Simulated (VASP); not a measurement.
# CoO in VASP: settings compared, part 2 of 2

VASP 6.6.1.

## Step 5: Single point, PBEsol, collinear spin, ferromagnetic start (atoms moved at random)

Input file INCAR:

```
SYSTEM = CoO
  PREC = Accurate
  ENCUT = 520
  EDIFF = 1E-7
  ISMEAR = -1
  SIGMA = 0.05
  LREAL = .False.
  LASPH = .True.
  NELM = 150
  ALGO = Normal
  ISIF = 2
  LWAVE = .False.
  LCHARG = .True.
  ISPIN = 2
  MAGMOM = 2 0
  LORBIT = 11
  LMAXMIX = 4
  GGA = PS
  LELF = .True.
  LVHAR = .True.
  NBANDS = 18
```

Input file KPOINTS:

```
regular mesh
0
Gamma
  11 11 11
  0 0 0
```

Input file POSCAR:

```
CoO
1.0
    1.5054695445      0.8691832468      2.4399269062
   -1.5054695445      0.8691832468      2.4399269062
    0.0000000000     -1.7383664936      2.4399269062
Co O
1 1
Direct
   -0.0031710000      0.0001870000      0.0063720000
    0.4702160000      0.5156830000      0.5098730000
```

Potentials or basis: VASP PAW PBE potentials, release 64 (Co, O).

Launch:

```sh
cat potpaw_PBE.64/Co/POTCAR potpaw_PBE.64/O/POTCAR > POTCAR
mpirun -np 1 vasp_std > vasp.out
```

OUTCAR:

```text
SYSTEM = CoO
   PREC = Accurate
   ENCUT = 520
   EDIFF = 1E-7
   ISMEAR = -1
   LREAL = .False.
   LASPH = .True.
   NELM = 150
   ISIF = 2
   ISPIN = 2
   LORBIT = 11
   GGA = PS

 ion  position               nearest neighbor table
   1  0.997  0.000  0.006-   2 2.08   2 2.08   2 2.10   2 2.15   2 2.17   2 2.17
   2  0.470  0.516  0.510-   1 2.08   1 2.08   1 2.10   1 2.15   1 2.17   1 2.17

  LATTYP: Found a trigonal (rhomboedric) cell.
 ALAT       =     2.9958573687
 COS(alpha) =     0.4949531368

  Lattice vectors:

 A1 = (   1.5054695445,   0.8691832468,   2.4399269062)
[... 1222 lines left out ...]

 VOLUME and BASIS-vectors are now :
 -----------------------------------------------------------------------------
  energy-cutoff  :      520.00
  volume of cell :       19.16
      direct lattice vectors                 reciprocal lattice vectors
     1.505469544  0.869183247  2.439926906     0.332122295  0.191750896  0.136616114
    -1.505469544  0.869183247  2.439926906    -0.332122295  0.191750896  0.136616114
     0.000000000 -1.738366494  2.439926906     0.000000000 -0.383501793  0.136616114

 POSITION                                       TOTAL-FORCE (eV/Angst)
 -----------------------------------------------------------------------------------
      1.50041      0.85551      2.44819        -0.019430     -0.000642     -0.002399
     -0.06845     -0.02942      3.64957         0.019430      0.000642      0.002399
 -----------------------------------------------------------------------------------
    total drift:                                0.000068      0.000048      0.000030

  FREE ENERGIE OF THE ION-ELECTRON SYSTEM (eV)
  ---------------------------------------------------
  free  energy   TOTEN  =       -13.9715924420 eV

  energy  without entropy=      -13.9391356612  energy(sigma->0) =      -13.95536405

 total charge

# of ion       s       p       d       tot
------------------------------------------
    1        0.301   0.369   7.153   7.823
    2        1.551   3.404   0.000   4.954
--------------------------------------------------
tot          1.852   3.773   7.153  12.777

 magnetization (x)

# of ion       s       p       d       tot
------------------------------------------
    1        0.020   0.018   2.512   2.550
    2        0.029   0.284   0.000   0.314
--------------------------------------------------
tot          0.049   0.303   2.512   2.863
```

OSZICAR:

```text
N       E                     dE             d eps       ncg     rms          rms(c)
DAV:   1     0.764745534635E+02    0.76475E+02   -0.65447E+03 49868   0.958E+02
DAV:   2    -0.114488764275E+02   -0.87923E+02   -0.75967E+02 50682   0.222E+02
[... 11 lines left out ...]
DAV:  14    -0.139715937631E+02    0.23241E-04   -0.41210E-05 73860   0.815E-02    0.286E-02
DAV:  15    -0.139715941919E+02   -0.42884E-06   -0.40091E-06 66526   0.257E-02    0.284E-02
DAV:  16    -0.139715926498E+02    0.15421E-05   -0.22788E-05 69528   0.571E-02    0.107E-02
DAV:  17    -0.139715928090E+02   -0.15922E-06   -0.16689E-06 57518   0.199E-02    0.851E-03
DAV:  18    -0.139715925272E+02    0.28179E-06   -0.21970E-07 37332   0.727E-03    0.586E-03
DAV:  19    -0.139715924420E+02    0.85270E-07   -0.71736E-07 46944   0.122E-02
   1 F= -.13971592E+02 E0= -.13955364E+02  d E =-.324568E-01  mag=     2.9176
```

stdout:

```text
POSCAR found type information on POSCAR CoO
 POSCAR found :  2 types and       2 ions
 scaLAPACK will be used
 -----------------------------------------------------------------------------
|                                                                             |
|                                                                             |
|     You enforced a specific xc type in the INCAR file but a different       |
|     I HOPE YOU KNOW WHAT YOU ARE DOING!                                     |
|                                                                             |
 -----------------------------------------------------------------------------

 LDA part: xc-table for (Slater+PW92), standard interpolation
 POSCAR, INCAR and KPOINTS ok, starting setup
 FFT: planning ... GRIDC
 FFT: planning ... GRID_SOFT
 FFT: planning ... GRID
 WAVECAR not read
 entering main loop
```

It took 3.5 min on 1 thread of Intel Xeon 6975P-C (Granite Rapids), shared host; peak memory 0.44 GiB.

Results:

```
Free energy                                           : -13.9716 eV
Pressure                                              : -9.3 GPa
Largest force                                         : 0.020 eV/Å
Net moment                                            : 2.92 μB per cell
Site moments                                          : Co +2.55; O +0.31 μB
Valence electrons inside the program's atomic spheres : Co 7.82; O 4.95
```

Forces in eV/Å, atoms in the order of the input:
```
Co  -0.019 -0.001 -0.002
O    0.019  0.001  0.002
```

Caveat: the cell differs from its parent crystal (atoms moved at random); the cell stands under tension; the PAW data sets were made with another functional, which shifts forces and pressure a little; a cell with one magnetic atom can't hold antiferromagnetic order, which such compounds often take; semilocal functionals often make such compounds metallic where correlation or magnetic order opens a gap, which also shifts bond lengths.

## Step 6: Single point, LDA, collinear spin, ferromagnetic start

This run uses another cell than the first one, of 9.58 Å³/atom.

Input file INCAR:

```
SYSTEM = CoO
PREC = Accurate
ENCUT = 520
EDIFF = 1E-7
ISMEAR = 0
SIGMA = 0.05
LREAL = .False.
LASPH = .True.
NELM = 150
ALGO = Normal
ISIF = 2
LWAVE = .False.
LCHARG = .False.
ISPIN = 2
MAGMOM = 0 2
LORBIT = 11
LMAXMIX = 4
NBANDS = 18
```

KPOINTS is that of step 5.

Input file POSCAR:

```
CoO
1.0
    1.5054695450      0.8691832471      2.4399269067
   -1.5054695450      0.8691832471      2.4399269067
    0.0000000000     -1.7383664941      2.4399269067
O Co
1 1
Direct
    0.5000000000      0.5000000001      0.5000000000
    0.0000000000      0.0000000000      0.0000000000
```

Potentials or basis: VASP PAW LDA potentials, release 64 (O, Co).

Launch:

```sh
cat potpaw_LDA.64/O/POTCAR potpaw_LDA.64/Co/POTCAR > POTCAR
mpirun -np 1 vasp_std > vasp.out
```

Wall time 2.6 min (1 thread of Intel Xeon 8259CL, shared host); peak memory 0.2 GiB.

It converged, with:

* Free energy: -14.6667 eV
* Pressure: -18.9 GPa
* Net moment: 2.79 μB per cell
* Site moments: O +0.30; Co +2.42 μB
* Valence electrons inside the program's atomic spheres: O 4.93; Co 7.85

Stress tensor (GPa, compression positive):
```
-18.81   0.00   0.00
  0.00 -18.81   0.00
  0.00   0.00 -19.01
```

Levels at points of the mesh, in eV from the Fermi level:
Spin up:
| k point | band 6 | band 7 | band 8 | band 9 | band 10 | band 11 | band 12 | band 13 |
| --- | --- | --- | --- | --- | --- | --- | --- | --- |
| (0.00, 0.00, 0.00) | -3.01 | -2.97 | -2.97 | -2.97 | 1.00 | 16.65 | 17.94 | 17.94 |
Spin down:
| k point | band 3 | band 4 | band 5 | band 6 | band 7 | band 8 | band 9 | band 10 |
| --- | --- | --- | --- | --- | --- | --- | --- | --- |
| (0.00, 0.00, 0.00) | -2.77 | -2.72 | -1.12 | -1.12 | -1.09 | -0.45 | -0.45 | 1.52 |

Caveat: the cell stands under tension; a cell with one magnetic atom can't hold antiferromagnetic order, which such compounds often take; semilocal functionals often make such compounds metallic where correlation or magnetic order opens a gap, which also shifts bond lengths.

## Step 7: The runs side by side

| task | level | potentials or basis | cell | cutoff (eV) | smearing | gap on the mesh (eV) | pressure (GPa) | moment (μB) | relaxed volume (Å³/atom) |
| --- | --- | --- | --- | --- | --- | --- | --- | --- | --- |
| single point | PBEsol+D3(BJ) | VASP PAW PBE potentials, release 64 (Co, O) | a = 2.954 Å, angles 62.5°, 2 atoms, atomic positions A | 520 | fermi-dirac 0.05 eV | none | -0.8 | 2.91 | - |
| relaxation of cell and atoms | PBE+D4 | VASP PAW PBE potentials, release 64 (Co, O) | relaxed from a = 2.996 Å, angles 60.3°, 2 atoms, atomic positions A | 600 | fermi-dirac 0.05 eV | none | 0.1 | 2.77 | 9.27 |
| relaxation of cell and atoms | PBE+D3(BJ) | VASP PAW PBE potentials, release 64 (Co, O) | relaxed from a = 2.996 Å, angles 60.3°, 2 atoms, atomic positions A | 600 | fermi-dirac 0.05 eV | none | 0.0 | 2.89 | 9.64 |
| single point | PBEsol | VASP PAW PBE potentials, release 64 (Co, O) | a = 2.996 Å, angles 60.3°, 2 atoms, atomic positions B | 520 | fermi-dirac 0.05 eV | none | -9.3 | 2.92 | - |
| single point | LDA | VASP PAW LDA potentials, release 64 (O, Co) | a = 2.996 Å, angles 60.3°, 2 atoms, atomic positions A | 520 | gaussian 0.05 eV | none | -18.9 | 2.79 | - |

Alike in all rows: spin collinear, ferromagnetic start; k mesh 11 × 11 × 11.

Caveats: a cell with one magnetic atom can't hold antiferromagnetic order, which such compounds often take; semilocal functionals often make such compounds metallic where correlation or magnetic order opens a gap, which also shifts bond lengths; the PAW data sets were made with another functional, which shifts forces and pressure a little (at least some runs); the cell stands under tension (at least some runs).

Total energies depend on the potentials used, so only differences within one code and one set of settings carry meaning.
